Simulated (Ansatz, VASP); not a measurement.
Two plane-wave programs on Cs

Contents of POSCAR:

```
Cs
1.0
    0.0000000000      3.4366582551      3.4366582551
    3.4366582551      0.0000000000      3.4366582551
    3.4366582551      3.4366582551      0.0000000000
Cs
1
Direct
    0.0000000000      0.0000000000      0.0000000000
```

INCAR.step1

```
  ALGO = Normal
  EDIFF = 1E-4
  ENCUT = 520
  GGA = PE
  ISMEAR = 0
  LASPH = True
  LCHARG = False
  LREAL = False
  LWAVE = True
  NBANDS = 10
  NELM = 60
  PREC = Accurate
  SIGMA = 0.1
```

Contents of INCAR.step2:

```
  ALGO = Normal
  EDIFF = 1E-6
  ENCUT = 520
  ISIF = 2
  ISMEAR = 0
  ISTART = 1
  LASPH = True
  LCHARG = True
  LELF = True
  LMIXTAU = True
  LREAL = False
  LVHAR = True
  LWAVE = False
  METAGGA = R2SCAN
  NBANDS = 10
  NELM = 60
  PREC = Accurate
  SIGMA = 0.1
```

Contents of KPOINTS:

```
k-points
0
Gamma
  4 4 4
```

Input for Ansatz:

```yaml
crystal:
  lattice:
    - [0.0, 3.4366582551, 3.4366582551]
    - [3.4366582551, 0.0, 3.4366582551]
    - [3.4366582551, 3.4366582551, 0.0]
  atoms:
    - { symbol: Cs, position: [0.0, 0.0, 0.0] }
basis:
  ecutwfc: 500
kpoints:
  mp_grid: { grid: [4, 4, 4] }
hamiltonian:
  xc: r2scan
scf:
  occupations: { method: gaussian, width: 0.1 }
output:
  forces: true
  stress: true
  eigenvalues: true
```

Alike in both runs: task single point; functional r2SCAN; k mesh 4 × 4 × 4; occupations gaussian, width 0.1 eV; no spin polarisation.

```csv
,VASP,Ansatz
version,VASP 6.6.1,Ansatz 0.2.0
potentials or method,"VASP PAW PBE potentials, release 64 (Cs_sv), cutoff 520 eV","scalar-relativistic, plane waves, PAW"
valence electrons in the cell,9,9
```

```tsv
	VASP	Ansatz	Ansatz less VASP
gap on the k mesh at the Fermi level (eV)	none	none	-
pressure (GPa)	1.5	1.4	-0.09
```

VASP's potentials were made for PBE, not for r2SCAN. A gap of «none» marks a metal or a gap that the smearing closes.

The k mesh is coarse, so the values compare programs but aren't converged. Neither program's run includes spin-orbit coupling.
